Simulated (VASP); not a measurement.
# Eu (Im-3m) in VASP: further runs, part 2 of 2

VASP 6.6.1. Earlier steps stand in the parts before.

## 5. Single point, r2SCAN, collinear spin, ferromagnetic start

POSCAR

```
Eu
1.0
   -2.2274745855      2.2274745855      2.2274745855
    2.2274745855     -2.2274745855      2.2274745855
    2.2274745855      2.2274745855     -2.2274745855
Eu
1
Direct
    0.0000000000      0.0000000000      0.0000000000
```

INCAR.step1

```
ALGO = Normal
EDIFF = 1E-4
ENCUT = 520
GGA = PE
ISMEAR = 1
ISPIN = 2
LASPH = True
LCHARG = False
LMAXMIX = 6
LREAL = False
LWAVE = True
MAGMOM = 7.31
NBANDS = 18
NELM = 150
PREC = Accurate
SIGMA = 0.6
```

INCAR.step2

```
ALGO = Normal
EDIFF = 1E-6
ENCUT = 520
ISIF = 2
ISMEAR = 1
ISPIN = 2
ISTART = 1
LASPH = True
LCHARG = False
LMAXMIX = 6
LMIXTAU = True
LORBIT = 11
LREAL = False
LWAVE = False
MAGMOM = 7.31
METAGGA = R2SCAN
NBANDS = 18
NELM = 150
PREC = Accurate
SIGMA = 0.6
```

KPOINTS

```
k-points
0
Gamma
  10 10 10
```

Potentials or basis: VASP PAW PBE potentials, release 64 (Eu).

The run is started by

```sh
> cat potpaw_PBE.64/Eu/POTCAR > POTCAR
> cp INCAR.step1 INCAR
> mpirun -np 1 vasp_std > vasp.out
> cp INCAR.step2 INCAR
> mpirun -np 1 vasp_std > vasp.out
```

OUTCAR:

```text
EDIFF = 1E-6
   ENCUT = 520
   ISIF = 2
   ISMEAR = 1
   ISPIN = 2
   ISTART = 1
   LASPH = True
   LORBIT = 11
   LREAL = False
   METAGGA = R2SCAN
   NELM = 150
   PREC = Accurate

 ion  position               nearest neighbor table
   1  0.000  0.000  0.000-

  LATTYP: Found a body centered cubic cell.
 ALAT       =     4.4549491710

  Lattice vectors:

 A1 = (  -2.2274745855,   2.2274745855,   2.2274745855)
 A2 = (   2.2274745855,  -2.2274745855,   2.2274745855)
 A3 = (   2.2274745855,   2.2274745855,  -2.2274745855)

Analysis of symmetry for initial positions (statically):
=====================================================================
 Subroutine PRICEL returns:
 Original cell was already a primitive cell.

 Routine SETGRP: Setting up the symmetry group for a
 body centered cubic supercell.

 Subroutine GETGRP returns: Found 48 space group operations
 (whereof 48 operations were pure point group operations)
 out of a pool of 48 trial point group operations.

The static configuration has the point symmetry O_h .

Analysis of symmetry for dynamics (positions and initial velocities):
[... 689 lines left out ...]
 k-point     1 :       0.0000    0.0000    0.0000
  band No.  band energies     occupation
      1     -37.4664      1.00000
      2     -16.4885      1.00000
      3     -16.4885      1.00000
      4     -16.4885      1.00000
      5      -1.0715      1.00000
      6       5.1993     -0.00000
[... 493 lines left out ...]
     17       8.3016     -0.00000
     18      12.1483     -0.00000

 [... further k-points ...]

------------------------ aborting loop because EDIFF is reached ----------------------------------------

  FORCE on cell =-STRESS in cart. coord.  units (eV):
  Direction    XX          YY          ZZ          XY          YZ          ZX
  --------------------------------------------------------------------------------------
  -------------------------------------------------------------------------------------
  Total       -0.1783272     -0.1783272     -0.1783272     -0.0000000     -0.0000000      0.0000000
  in kB       -6.4629378     -6.4629378     -6.4629378     -0.0000000     -0.0000000      0.0000000
  external PRESSURE =      -6.4629378 kB  Pullay stress =       0.0000000 kB

 VOLUME and BASIS-vectors are now :
 -----------------------------------------------------------------------------
  energy-cutoff  :      520.00
  volume of cell :       44.21
      direct lattice vectors                 reciprocal lattice vectors
    -2.227474585  2.227474585  2.227474585     0.000000000  0.224469452  0.224469452
     2.227474585 -2.227474585  2.227474585     0.224469452  0.000000000  0.224469452
     2.227474585  2.227474585 -2.227474585     0.224469452  0.224469452  0.000000000

 POSITION                                       TOTAL-FORCE (eV/Angst)
 -----------------------------------------------------------------------------------
      0.00000      0.00000      0.00000         0.000000      0.000000     -0.000000
 -----------------------------------------------------------------------------------
    total drift:                                0.000000     -0.000000      0.000000

  FREE ENERGIE OF THE ION-ELECTRON SYSTEM (eV)
  ---------------------------------------------------
  free  energy   TOTEN  =       -39.5703665040 eV

  energy  without entropy=      -39.6951681816  energy(sigma->0) =      -39.61196706

 total charge

# of ion       s       p       d       f       tot
--------------------------------------------------
    1        2.078   5.766   0.273   6.675  14.791

 magnetization (x)

# of ion       s       p       d       f       tot
--------------------------------------------------
    1       -0.008  -0.143   0.210   6.674   6.734
```

OUTCAR.step1:

```text
EDIFF = 1E-4
   ENCUT = 520
   GGA = PE
   ISMEAR = 1
   ISPIN = 2
[... 1245 lines left out ...]

 POSITION                                       TOTAL-FORCE (eV/Angst)
 -----------------------------------------------------------------------------------
      0.00000      0.00000      0.00000         0.000000     -0.000000      0.000000
 -----------------------------------------------------------------------------------
    total drift:                               -0.000000     -0.000000      0.000000

  FREE ENERGIE OF THE ION-ELECTRON SYSTEM (eV)
  ---------------------------------------------------
  free  energy   TOTEN  =       -11.3213391904 eV

  energy  without entropy=      -11.4222301681  energy(sigma->0) =      -11.35496952
```

Wall time 15 min (1 thread of AMD EPYC 9755, shared host); peak memory 0.21 GiB.

Results:

- Free energy: -39.5704 eV
- Pressure: -0.6 GPa
- Net moment: 7.91 μB per cell
- Site moments: Eu +6.73 μB
- Valence electrons inside the program's atomic spheres: Eu 14.79

Levels at points of the mesh, in eV from the Fermi level:
Spin up:
| k point | band 8 | band 9 | band 10 | band 11 | band 12 | band 13 | band 14 | band 15 | band 16 | band 17 |
| --- | --- | --- | --- | --- | --- | --- | --- | --- | --- | --- |
| (0.00, 0.00, 0.00) | -0.61 | -0.61 | -0.53 | -0.53 | -0.53 | 1.96 | 1.96 | 1.96 | 3.49 | 3.49 |
| (0.50, 0.00, 0.00) | -0.70 | -0.60 | -0.48 | -0.45 | -0.39 | 0.27 | 0.46 | 3.47 | 4.17 | 5.82 |
| (0.50, 0.50, 0.50) | -0.72 | -0.72 | -0.72 | -0.34 | -0.34 | -0.34 | 4.76 | 4.76 | 4.76 | 5.28 |
Spin down:
```
           k point  band 1  band 2  band 3  band 4  band 5  band 6  band 7  band 8  band 9  band 10
(0.00, 0.00, 0.00)  -39.40  -18.42  -18.42  -18.42   -3.00    3.27    3.27    3.27    5.17     5.17
(0.50, 0.00, 0.00)  -39.36  -18.90  -18.58  -18.42   -0.37    1.79    2.05    5.05    5.19     5.68
(0.50, 0.50, 0.50)  -39.33  -18.76  -18.76  -18.76    0.26    0.26    5.10    5.10    5.10     5.62
```

Caveat: the PAW data sets were made with another functional, which shifts forces and pressure a little; spin-orbit coupling is left out, which moves the levels of the heavy elements.

## 6. Single point, r2SCAN, collinear spin, ferromagnetic start

POSCAR is that of step 5.

INCAR.step1

```
  PREC = Accurate
  ENCUT = 520
  ISMEAR = 1
  SIGMA = 1.0
  LREAL = F
  LASPH = T
  NELM = 150
  ISPIN = 2
  MAGMOM = 7.31
  LMAXMIX = 6
  NBANDS = 18
  GGA = PE
  ALGO = Normal
  EDIFF = 1E-4
  LWAVE = T
  LCHARG = F
```

INCAR.step2

```
  PREC = Accurate
  ENCUT = 520
  EDIFF = 1E-6
  ISMEAR = 1
  SIGMA = 1.0
  LREAL = F
  LASPH = T
  NELM = 150
  ALGO = Normal
  ISIF = 2
  LWAVE = F
  LCHARG = F
  ISPIN = 2
  MAGMOM = 7.31
  LORBIT = 11
  LMAXMIX = 6
  METAGGA = R2SCAN
  LMIXTAU = T
  NBANDS = 18
  ISTART = 1
```

KPOINTS

```
Automatic mesh
0
Gamma
  10 10 10
```

Potentials or basis: VASP PAW PBE potentials, release 64 (Eu).

The run is started by

```sh
> cat potpaw_PBE.64/Eu/POTCAR > POTCAR
> cp INCAR.step1 INCAR
> mpirun -np 1 vasp_std > vasp.out
> cp INCAR.step2 INCAR
> mpirun -np 1 vasp_std > vasp.out
```

Wall time 13 min (1 thread of AMD EPYC 9755, shared host); peak memory 0.21 GiB.

It converged, with:

```yaml
Free_energy: -39.5159 eV
Pressure: -0.7 GPa
Net_moment: 7.92 μB per cell
Site_moments: Eu +6.72 μB
Valence_electrons_inside_the_program's_atomic_spheres: Eu 14.77
```

Levels at points of the mesh, in eV from the Fermi level:
Spin up:
```
           k point  band 8  band 9  band 10  band 11  band 12  band 13  band 14  band 15  band 16  band 17
(0.00, 0.00, 0.00)   -0.82   -0.77    -0.77    -0.77    -0.77     1.90     1.90     1.90     3.47     3.47
(0.50, 0.00, 0.00)   -0.88   -0.76    -0.73    -0.71    -0.68     0.21     0.41     3.43     4.13     5.75
(0.50, 0.50, 0.50)   -0.87   -0.87    -0.87    -0.63    -0.63    -0.63     4.71     4.71     4.71     5.22
```
Spin down:
```tsv
k point	band 3	band 4	band 5	band 6	band 7	band 8
(0.00, 0.00, 0.00)	-18.52	-18.52	-3.00	3.28	3.28	3.28
(0.50, 0.00, 0.00)	-18.67	-18.52	-0.36	1.81	2.04	5.02
(0.50, 0.50, 0.50)	-18.85	-18.85	0.24	0.24	4.98	4.98
```

Caveat: the PAW data sets were made with another functional, which shifts forces and pressure a little; spin-orbit coupling is left out, which moves the levels of the heavy elements. The state reached can hang on the start; a lower one may exist.

## 7. The runs side by side

| smearing | gap on the mesh (eV) | pressure (GPa) | moment (μB) |
| --- | --- | --- | --- |
| methfessel-paxton 0.1 eV | none | -0.3 | 7.64 |
| methfessel-paxton 0.2 eV | none | -0.4 | 7.71 |
| methfessel-paxton 0.3 eV | none | -0.7 | 7.90 |
| methfessel-paxton 0.6 eV | none | -0.6 | 7.91 |
| methfessel-paxton 1 eV | none | -0.7 | 7.92 |

Alike in all rows: task single point; level r2SCAN; potentials or basis VASP PAW PBE potentials, release 64 (Eu); spin collinear, ferromagnetic start; cell as given; k mesh 10 × 10 × 10; cutoff (eV) 520.

Every run on the cell as given and a fine mesh finds a metal.

Caveats: the PAW data sets were made with another functional, which shifts forces and pressure a little; spin-orbit coupling is left out, which moves the levels of the heavy elements.

Total energies depend on the potentials used, so only differences within one code and one set of settings carry meaning.
